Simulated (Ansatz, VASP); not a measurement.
Ni: VASP beside Ansatz

```
Ni
1.0
    -1.38853    1.36313    1.43177
     1.33108   -1.36244    1.37363
     1.41530    1.38921   -1.43108
Ni
1
Direct
  0.97925 0.97687 0.98052
```

Change from the starting cell: cell strained at random at fixed volume.

Alike in both runs: task single point; functional PBEsol; k mesh 13 × 13 × 13; occupations fermi-dirac, width 0.05 eV; collinear spin.

|  | VASP | Ansatz |
| --- | --- | --- |
| version | VASP 6.6.1 | Ansatz 0.2.0 |
| potentials or method | VASP PAW PBE potentials, release 64 (Ni), cutoff 520 eV | all-electron LAPW, scalar-relativistic |

Ansatz gave:

```
gap on the k mesh at the Fermi level (eV)                     : none
pressure (GPa)                                                : -2.0
traceless stress, the component that is largest in VASP (GPa) : 6.87
net moment per atom (μB)                                      : 0.58
size of the moment on the site where the two differ most (μB) : 0.61
```

**Question.** Estimate VASP's values.

**Answer.** gap on the k mesh at the Fermi level (eV): none; pressure (GPa): -2.1; traceless stress, the component that is largest in VASP (GPa): 6.72; net moment per atom (μB): 0.57; size of the moment on the site where the two differ most (μB): 0.58.

VASP's potentials were made for PBE, not for PBEsol. Site moments also hang on the region over which each program counts them. A gap of «none» marks a metal or a gap that the smearing closes. Ansatz ran all-electron here, and VASP with PAW potentials.
